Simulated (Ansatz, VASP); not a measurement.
Two plane-wave programs on W3O

The input INCAR:

```
PREC = Accurate ; ENCUT = 520
EDIFF = 1E-6 ; ISMEAR = 0
SIGMA = 0.15 ; LREAL = F
LASPH = T ; NELM = 80
ALGO = Fast ; ISIF = 2
LWAVE = F ; LCHARG = T
GGA = PE ; LELF = T
LVHAR = T ; NBANDS = 58
```

KPOINTS

```
regular mesh
0
Gamma
  8 8 8
```

File POSCAR:

```
W3O
1.0
    5.0798829854      0.0000000000      0.0000000000
    0.0000000000      5.0798829854      0.0000000000
    0.0000000000      0.0000000000      4.4937426410
W O
6 2
Direct
    0.5000000000      0.7500000000      0.0000000000
    0.0000000000      0.5000000000      0.7500000000
    0.2500000000      0.0000000000      0.5000000000
    0.5000000000      0.2500000000      0.0000000000
    0.0000000000      0.5000000000      0.2500000000
    0.7500000000      0.0000000000      0.5000000000
    0.5000000000      0.5000000000      0.5000000000
    0.0000000000      0.0000000000      0.0000000000
```

Input for Ansatz:

```yaml
crystal:
  lattice:
    - [5.0798829854, 0.0, 0.0]
    - [0.0, 5.0798829854, 0.0]
    - [0.0, 0.0, 4.493742641]
  atoms:
    - { symbol: W, position: [0.5, 0.75, 0.0] }
    - { symbol: W, position: [0.0, 0.5, 0.75] }
    - { symbol: W, position: [0.25, 0.0, 0.5] }
    - { symbol: W, position: [0.5, 0.25, 0.0] }
    - { symbol: W, position: [0.0, 0.5, 0.25] }
    - { symbol: W, position: [0.75, 0.0, 0.5] }
    - { symbol: O, position: [0.5, 0.5, 0.5] }
    - { symbol: O, position: [0.0, 0.0, 0.0] }
basis:
  ecutwfc: 420
kpoints:
  mp_grid: { grid: [8, 8, 8] }
hamiltonian:
  xc: pbe
scf:
  occupations: { method: gaussian, width: 0.15 }
output:
  forces: true
  stress: true
  eigenvalues: true
```

Change from the starting cell: strain +0.040 along x and y, -0.080 along z, atoms carried along.

Alike in both runs: task single point; functional PBE; k mesh 8 × 8 × 8; occupations gaussian, width 0.15 eV; no spin polarisation.

|  | VASP | Ansatz |
| --- | --- | --- |
| version | VASP 6.6.1 | Ansatz 0.2.0 |
| potentials or method | VASP PAW PBE potentials, release 64 (W_sv, O), cutoff 520 eV | scalar-relativistic, plane waves, PAW |
| valence electrons in the cell | 96 | 96 |

```csv
,VASP,Ansatz,Ansatz less VASP
gap on the k mesh at the Fermi level (eV),none,none,-
pressure (GPa),4.1,3.0,-1.10
"traceless stress, the component that is largest in VASP (GPa)",13.84,12.62,-1.218
rms of the force components (eV/Å),0.252,0.250,-0.0022
```

Atom by atom the forces differ by 0.002 eV/Å (rms over components). A gap of «none» marks a metal or a gap that the smearing closes. The functional is the same, so the differences come from potentials, cutoffs and numerics.

Spin-orbit coupling is off throughout.
